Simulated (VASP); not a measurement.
# BaC12 (P6/mmm) in VASP: single point with PBE+D3(BJ)

Aim: the single point of BaC12 with PBE+D3(BJ).

Everything below comes from runs of VASP 6.6.1. Logs are shortened: lines on timing, memory, paths and dates and some standing lists are left out, and cuts for length are marked.

## (1) The cell of the first run

Symmetry: P6/mmm, No. 191, hexagonal system. The conventional cell has a = 4.288 Å, b = 4.288 Å, c = 8.647 Å, α = 90.00°, β = 90.00°, γ = 120.00°. Ba (site symmetry 6/mmm) has 24 C at 3.05 to 3.93 Å within 4.0 Å. C (site symmetry m) has 3 C at 1.43 Å within 1.9 Å.

## (2) Single point, PBE+D3(BJ), collinear spin

Contents of INCAR:

```
SYSTEM = BaC12
PREC = Accurate
ENCUT = 520
EDIFF = 1E-7
ISMEAR = 0
SIGMA = 0.1
LREAL = .FALSE.
LASPH = .TRUE.
NELM = 150
ALGO = Normal
ISIF = 2
LWAVE = .FALSE.
LCHARG = .FALSE.
ISPIN = 2
MAGMOM = 0 1 1 1 1 1 1 1 1 1 1 1 1
LORBIT = 11
GGA = PE
IVDW = 12
NBANDS = 45
```

Contents of KPOINTS:

```
Automatic mesh
0
G
  6 6 2
  0 0 0
```

Contents of POSCAR:

```
BaC12
1.0
    4.2884627560      0.0000000000      0.0000000000
   -2.1442313780      3.7139176898      0.0000000000
    0.0000000000      0.0000000000      8.6468226157
Ba C
1 12
Direct
    0.0000000000      0.0000000000      0.0000000000
    0.6669204795      0.0000000000      0.6880849360
    0.3330795205      0.3330795205      0.6880849360
    0.0000000000      0.6669204795      0.6880849360
    0.3330795205      0.0000000000      0.6880849360
    0.0000000000      0.3330795205      0.6880849360
    0.6669204795      0.6669204795      0.6880849360
    0.3330795205      0.0000000000      0.3119150640
    0.0000000000      0.3330795205      0.3119150640
    0.6669204795      0.6669204795      0.3119150640
    0.6669204795      0.0000000000      0.3119150640
    0.3330795205      0.3330795205      0.3119150640
    0.0000000000      0.6669204795      0.3119150640
```

Potentials or basis: VASP PAW PBE potentials, release 64 (Ba_sv, C).

Command:

```
$ cat potpaw_PBE.64/Ba_sv/POTCAR potpaw_PBE.64/C/POTCAR > POTCAR
$ mpirun -np 1 vasp_std > vasp.out
```

OUTCAR:

```text
SYSTEM = BaC12
   PREC = Accurate
   ENCUT = 520
   EDIFF = 1E-7
   ISMEAR = 0
   LREAL = .FALSE.
   LASPH = .TRUE.
   NELM = 150
   ISIF = 2
   ISPIN = 2
   LORBIT = 11
   GGA = PE
   IVDW = 12
 IVDW          = 12

 ion  position               nearest neighbor table
   1  0.000  0.000  0.000-   3 3.05   4 3.05   6 3.05   7 3.05   9 3.05  10 3.05  12 3.05  13 3.05
                             5 3.05  11 3.05   8 3.05   2 3.05
   2  0.667  0.000  0.688-   6 1.43   7 1.43   5 1.43   1 3.05
   3  0.333  0.333  0.688-   5 1.43   6 1.43   7 1.43   1 3.05
   4  0.000  0.667  0.688-   5 1.43   7 1.43   6 1.43   1 3.05
   5  0.333  0.000  0.688-   3 1.43   4 1.43   2 1.43   1 3.05
   6  0.000  0.333  0.688-   2 1.43   3 1.43   4 1.43   1 3.05
   7  0.667  0.667  0.688-   2 1.43   4 1.43   3 1.43   1 3.05
   8  0.333  0.000  0.312-  12 1.43  13 1.43  11 1.43   1 3.05
   9  0.000  0.333  0.312-  11 1.43  12 1.43  13 1.43   1 3.05
  10  0.667  0.667  0.312-  11 1.43  13 1.43  12 1.43   1 3.05
  11  0.667  0.000  0.312-   9 1.43  10 1.43   8 1.43   1 3.05
  12  0.333  0.333  0.312-   8 1.43   9 1.43  10 1.43   1 3.05
  13  0.000  0.667  0.312-   8 1.43  10 1.43   9 1.43   1 3.05

  LATTYP: Found a hexagonal cell.
 ALAT       =     4.2884627560
 C/A-ratio  =     2.0162988716

  Lattice vectors:

 A1 = (   4.2884627560,   0.0000000000,   0.0000000000)
 A2 = (  -2.1442313780,   3.7139176898,   0.0000000000)
 A3 = (   0.0000000000,   0.0000000000,   8.6468226157)

Analysis of symmetry for initial positions (statically):
=====================================================================
 Subroutine PRICEL returns:
 Original cell was already a primitive cell.

 Routine SETGRP: Setting up the symmetry group for a
 hexagonal supercell.

 Subroutine GETGRP returns: Found 24 space group operations
 (whereof 24 operations were pure point group operations)
 out of a pool of 24 trial point group operations.

The static configuration has the point symmetry D_6h.

Analysis of symmetry for dynamics (positions and initial velocities):
=====================================================================
 Subroutine PRICEL returns:
 Original cell was already a primitive cell.

 Routine SETGRP: Setting up the symmetry group for a
 hexagonal supercell.

 Subroutine GETGRP returns: Found 24 space group operations
 (whereof 24 operations were pure point group operations)
 out of a pool of 24 trial point group operations.

The dynamic configuration has the point symmetry D_6h.

Analysis of structural, dynamic, and magnetic symmetry:
=====================================================================
 Subroutine PRICEL returns:
 Original cell was already a primitive cell.

 Routine SETGRP: Setting up the symmetry group for a
 hexagonal supercell.

 Subroutine GETGRP returns: Found 24 space group operations
 (whereof 24 operations were pure point group operations)
 out of a pool of 24 trial point group operations.

The overall configuration has the point symmetry D_6h.

 Subroutine INISYM returns: Found 24 space group operations
 (whereof 24 operations are pure point group operations),
 and found     1 'primitive' translations

----------------------------------------------------------------------------------------

                                     Primitive cell

  volume of cell :     137.7179

  direct lattice vectors                    reciprocal lattice vectors
     4.288462756  0.000000000  0.000000000     0.233183790  0.134628724  0.000000000
    -2.144231378  3.713917690  0.000000000     0.000000000  0.269257448  0.000000000
     0.000000000  0.000000000  8.646822616     0.000000000  0.000000000  0.115649418

  length of vectors
     4.288462756  4.288462756  8.646822616     0.269257448  0.269257448  0.115649418

  position of ions in fractional coordinates (direct lattice)
     0.000000000  0.000000000  0.000000000
     0.666920479  0.000000000  0.688084936
     0.333079521  0.333079521  0.688084936
     0.000000000  0.666920479  0.688084936
     0.333079521  0.000000000  0.688084936
     0.000000000  0.333079521  0.688084936
     0.666920479  0.666920479  0.688084936
     0.333079521  0.000000000  0.311915064
     0.000000000  0.333079521  0.311915064
     0.666920479  0.666920479  0.311915064
     0.666920479  0.000000000  0.311915064
     0.333079521  0.333079521  0.311915064
     0.000000000  0.666920479  0.311915064

  ion indices of the primitive-cell ions
   primitive index   ion index
                 1           1
                 2           2
                 3           3
                 4           4
                 5           5
                 6           6
                 7           7
                 8           8
                 9           9
[... 42 lines left out ...]
  0.333333  0.000000  0.500000      6.000000
  0.500000  0.000000  0.500000      3.000000
  0.166667  0.166667  0.500000      6.000000
  0.333333  0.166667  0.500000     12.000000
  0.333333  0.333333  0.500000      2.000000
   k-points           NKPTS =     14   k-points in BZ     NKDIM =     14   number of bands    NBANDS=     45
   number of dos      NEDOS =    301   number of ions     NIONS =     13
   total plane-waves  NPLWV =  65536
   dimension x,y,z NGX =    32 NGY =   32 NGZ =   64
   dimension x,y,z NGXF=    64 NGYF=   64 NGZF=  128
   ions per type =               1  12
   NGX,Y,Z   is equivalent  to a cutoff of  12.41, 12.41, 12.30 a.u.
   NGXF,Y,Z  is equivalent  to a cutoff of  24.81, 24.81, 24.61 a.u.
 SYSTEM =  BaC12
   PREC   = accura    normal or accurate (medium, high low for compatibility)
   ISTART =      0    job   : 0-new  1-cont  2-samecut
   ICHARG =      2    charge: 1-file 2-atom 10-const
   ISPIN  =      2    spin polarized calculation?
   LNONCOLLINEAR =      F non collinear calculations
   LSORBIT =      F    spin-orbit coupling
   LASPH  =      T    aspherical Exc in radial PAW
   ENCUT  =  520.0 eV  38.22 Ry    6.18 a.u.   7.97  7.97 16.08*2*pi/ulx,y,z
   NELM   =    150;   NELMIN=  2; NELMDL= -5     # of ELM steps
   EDIFF  = 0.1E-06   stopping-criterion for ELM
   LREAL  =      F    real-space projection
   EDIFFG = 0.1E-05   stopping-criterion for IOM
   NSW    =      0    number of steps for IOM
   IBRION =     -1    ionic relax: 0-MD 1-quasi-New 2-CG
   NFREE  =      0    steps in history (QN), initial steepest desc. (CG)
   ISIF   =      2    stress and relaxation
   ISYM   =      2    0-nonsym 1-usesym 2-fastsym
   POTIM  = 0.5000    time-step for ionic-motion
   TEBEG  =    0.0;   TEEND  =   0.0 temperature during run
   PSTRESS=    0.0 pullay stress
   NELECT =      58.0000    total number of electrons
   NUPDOWN=      -1.0000    fix difference up-down
   EMIN   =  10.00;   EMAX   =-10.00  energy-range for DOS
   EFERMI =   0.00;   METHOD = LEGACY
   ISMEAR =     0;   SIGMA  =   0.10  broadening in eV -4-tet -1-fermi 0-gaus
   EFERMI_NEDOS =   21; number of points for ismear=-14 and -15
   IALGO  =     38    algorithm
   IMIX   =      4    mixing-type and parameters
     AMIX     =   0.40;   BMIX     =  1.00
     AMIX_MAG =   1.60;   BMIX_MAG =  1.00
  volume/ion in A,a.u.               =      10.59        71.49
  Fermi-wavevector in a.u.,A,eV,Ry     =   1.227121  2.318922 20.488001  1.505826
  Thomas-Fermi vector in A             =   2.362096
   LORBIT       =     11    0 simple, 1 ext, 2 COOP (PROOUT), +10 PAW based schemes
   GGA     = PE    functional components
   LHFCALC =     F    Hartree Fock is set to
   AEXX    =    0.0000 exact exchange contribution
   IVDW    =    12    specifies the selected vdW correction
   LEPSILON=     F    determine dielectric tensor
   LRPA    =     F    only Hartree local field effects (RPA)
 spin polarized calculation
 Gauss-broadening in eV      SIGMA  =   0.10
  energy-cutoff  :      520.00
  volume of cell :      137.72
 maximum number of plane-waves:      3726
 NGX is ok and might be reduce to    32
   NGX = 15   NGY = 15   NGZ = 33

 number of electron      58.0000003 magnetization       0.0034194

 number of electron      58.0000003 magnetization      -0.0027962

 Free energy of the ion-electron system (eV)
  ---------------------------------------------------
  ext. energy  EPLUGINS =         0.00000000
  ---------------------------------------------------
  free energy    TOTEN  =      -112.99282503 eV

  energy without entropy =     -112.96993822  energy(sigma->0) =     -112.98138162

 E-fermi :   5.7042     XC(G=0): -10.2506

 val. band max:        5.6965858190   @ k =   0.1667   0.1667   0.0000
 cond. band min:       5.7537321874   @ k =   0.5000   0.0000   0.5000
 fundamental gap:      0.0571463684
 Fermi energy:         5.7041963323

 spin component 1

 k-point     1 :       0.0000    0.0000    0.0000
  band No.  band energies     occupation
      1     -22.9616      1.00000
      2     -14.7759      1.00000
      3     -14.6896      1.00000
      4      -8.3923      1.00000
      5      -8.3384      1.00000
      6      -8.3384      1.00000
[... 605 lines left out ...]
     40      12.0081      0.00000
     41      12.2355      0.00000
 Fermi energy:         5.7041963323

 spin component 2

 k-point     1 :       0.0000    0.0000    0.0000
  band No.  band energies     occupation
      1     -22.9619      1.00000
      2     -14.7760      1.00000
      3     -14.6897      1.00000
      4      -8.3925      1.00000
      5      -8.3387      1.00000
      6      -8.3387      1.00000
[... 605 lines left out ...]
     40      12.0080      0.00000
     41      12.2354      0.00000
 [bands above 41 left out]

------------------------ aborting loop because EDIFF is reached ----------------------------------------

 Edisp (eV)   -1.90645

 E8    (eV) :    -0.6757

  FORCE on cell =-STRESS in cart. coord.  units (eV):
  Direction    XX          YY          ZZ          XY          YZ          ZX
  --------------------------------------------------------------------------------------
  -------------------------------------------------------------------------------------
  Total       0.57923     0.57923     0.95721     0.00000     0.00000    -0.00000
  in kB       6.73865     6.73865    11.13597     0.00000     0.00000    -0.00000
  external pressure =        8.20 kB  Pullay stress =        0.00 kB

 VOLUME and BASIS-vectors are now :
 -----------------------------------------------------------------------------
  energy-cutoff  :      520.00
  volume of cell :      137.72
      direct lattice vectors                 reciprocal lattice vectors
     4.288462756  0.000000000  0.000000000     0.233183790  0.134628724  0.000000000
    -2.144231378  3.713917690  0.000000000     0.000000000  0.269257448  0.000000000
     0.000000000  0.000000000  8.646822616     0.000000000  0.000000000  0.115649418

 POSITION                                       TOTAL-FORCE (eV/Angst)
 -----------------------------------------------------------------------------------
      0.00000      0.00000      0.00000        -0.000000      0.000000      0.000000
      2.86006      0.00000      5.94975        -0.016565     -0.000000     -0.017982
      0.71420      1.23703      5.94975         0.008282      0.014346     -0.017982
     -1.43003      2.47689      5.94975         0.008282     -0.014346     -0.017982
      1.42840      0.00000      5.94975         0.016565      0.000000     -0.017982
     -0.71420      1.23703      5.94975        -0.008282      0.014346     -0.017982
      1.43003      2.47689      5.94975        -0.008282     -0.014346     -0.017982
      1.42840      0.00000      2.69707         0.016565      0.000000      0.017982
     -0.71420      1.23703      2.69707        -0.008282      0.014346      0.017982
      1.43003      2.47689      2.69707        -0.008282     -0.014346      0.017982
      2.86006      0.00000      2.69707        -0.016565     -0.000000      0.017982
      0.71420      1.23703      2.69707         0.008282      0.014346      0.017982
     -1.43003      2.47689      2.69707         0.008282     -0.014346      0.017982
 -----------------------------------------------------------------------------------
    total drift:                               -0.000000     -0.000000      0.000000

  FREE ENERGIE OF THE ION-ELECTRON SYSTEM (eV)
  ---------------------------------------------------
  free  energy   TOTEN  =      -114.8992757226 eV

  energy  without entropy=     -114.8763889098  energy(sigma->0) =     -114.88783232

 total charge

# of ion       s       p       d       tot
------------------------------------------
    1        2.015   5.572   0.434   8.020
    2        0.857   1.787   0.000   2.644
    3        0.857   1.787   0.000   2.644
    4        0.857   1.787   0.000   2.644
    5        0.857   1.787   0.000   2.644
    6        0.857   1.787   0.000   2.644
    7        0.857   1.787   0.000   2.644
    8        0.857   1.787   0.000   2.644
    9        0.857   1.787   0.000   2.644
   10        0.857   1.787   0.000   2.644
   11        0.857   1.787   0.000   2.644
   12        0.857   1.787   0.000   2.644
   13        0.857   1.787   0.000   2.644
--------------------------------------------------
tot         12.302  27.016   0.434  39.752

 magnetization (x)

# of ion       s       p       d       tot
------------------------------------------
    1       -0.000  -0.000  -0.001  -0.001
    2       -0.000  -0.000   0.000  -0.000
    3       -0.000  -0.000   0.000  -0.000
    4       -0.000  -0.000   0.000  -0.000
    5       -0.000  -0.000   0.000  -0.000
    6       -0.000  -0.000   0.000  -0.000
    7       -0.000  -0.000   0.000  -0.000
    8       -0.000  -0.000   0.000  -0.000
    9       -0.000  -0.000   0.000  -0.000
   10       -0.000  -0.000   0.000  -0.000
   11       -0.000  -0.000   0.000  -0.000
   12       -0.000  -0.000   0.000  -0.000
   13       -0.000  -0.000   0.000  -0.000
--------------------------------------------------
tot         -0.000  -0.000  -0.001  -0.001
```

Run time: 4.9 min. Hardware: 1 thread of AMD EPYC 7R13 (Zen 3), shared host; peak memory 0.34 GiB.

Results:

```yaml
Free_energy: -114.8993 eV
Pressure: 0.8 GPa
Largest_force: 0.024 eV/Å
Band_gap_on_the_k_mesh: zero (filled and empty bands overlap)
Net_moment: 0.00 μB per cell
Valence_electrons_inside_the_program's_atomic_spheres: Ba 8.02; C 2.64
Dispersion_energy_per_atom: -0.147 eV
```

Forces in eV/Å, atoms in the order of the input:
```
Ba   0.000  0.000  0.000
C   -0.017  0.000 -0.018
C    0.008  0.014 -0.018
C    0.008 -0.014 -0.018
C    0.017  0.000 -0.018
C   -0.008  0.014 -0.018
C   -0.008 -0.014 -0.018
C    0.017  0.000  0.018
C   -0.008  0.014  0.018
C   -0.008 -0.014  0.018
C   -0.017  0.000  0.018
C    0.008  0.014  0.018
C    0.008 -0.014  0.018
```

Stress tensor (GPa, compression positive):
```
0.67 0.00 0.00
0.00 0.67 0.00
0.00 0.00 1.11
```

Caveat: the k points lie up to 0.36 Å⁻¹ apart, too coarse for converged energies and pressures of a metal; spin-orbit coupling is left out, which moves the levels of the heavy elements.
